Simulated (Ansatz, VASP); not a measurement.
# CuAu in VASP and in Ansatz

INCAR

```
SYSTEM = CuAu
  PREC = Accurate
  ENCUT = 520
  EDIFF = 1E-6
  ISMEAR = -1
  SIGMA = 0.05
  LREAL = .False.
  LASPH = .True.
  NELM = 80
  ALGO = Normal
  ISIF = 2
  LWAVE = .False.
  LCHARG = .False.
  GGA = PE
  NBANDS = 18
```

The input KPOINTS:

```
regular mesh
0
Gamma
  15 15 11
  0 0 0
```

The input POSCAR:

```
CuAu
1.0
    2.9092952427      0.0000000000      0.0000000000
    0.0000000000      2.9092952427      0.0000000000
    0.0000000000      0.0000000000      3.5425161056
Cu Au
1 1
Direct
    0.5000000000      0.5000000000      0.5000000000
    0.0000000000      0.0000000000      0.0000000000
```

Input for Ansatz:

```yaml
crystal:
  lattice:
    - [2.9092952427, 0.0, 0.0]
    - [0.0, 2.9092952427, 0.0]
    - [0.0, 0.0, 3.5425161056]
  atoms:
    - { symbol: Cu, position: [0.5, 0.5, 0.5] }
    - { symbol: Au, position: [0.0, 0.0, 0.0] }
kpoints:
  mp_grid: { grid: [15, 15, 11] }
  band_path:
    path:
      - [0.0, 0.0, 0.0]
      - [0.0, 0.5, 0.0]
      - [0.5, 0.5, 0.0]
      - [0.0, 0.0, 0.0]
      - [0.0, 0.0, 0.5]
      - [0.0, 0.5, 0.5]
      - [0.5, 0.5, 0.5]
      - [0.0, 0.0, 0.5]
      - [0.0, 0.5, 0.0]
    npoints: 14
scf:
  occupations: { method: fermi_dirac, width: 0.05 }
hamiltonian:
  xc: pbe
  pseudopotentials: { kind: all_electron, lapw: { basis_error: 0.0005 } }
output:
  forces: true
  stress: true
  eigenvalues: true
  populations: true
```

Alike in both runs: task single point; functional PBE; k mesh 15 × 15 × 11; occupations fermi-dirac, width 0.05 eV; no spin polarisation.

```csv
,VASP,Ansatz
version,VASP 6.6.1,Ansatz 0.2.0
potentials or method,"VASP PAW PBE potentials, release 64 (Cu, Au), cutoff 520 eV","all-electron LAPW, scalar-relativistic"
```

```csv
,VASP,Ansatz,Ansatz less VASP
pressure (GPa),0.0,0.0,+0.02
```

Ansatz ran all-electron here, and VASP with PAW potentials.

Neither program's run includes spin-orbit coupling.
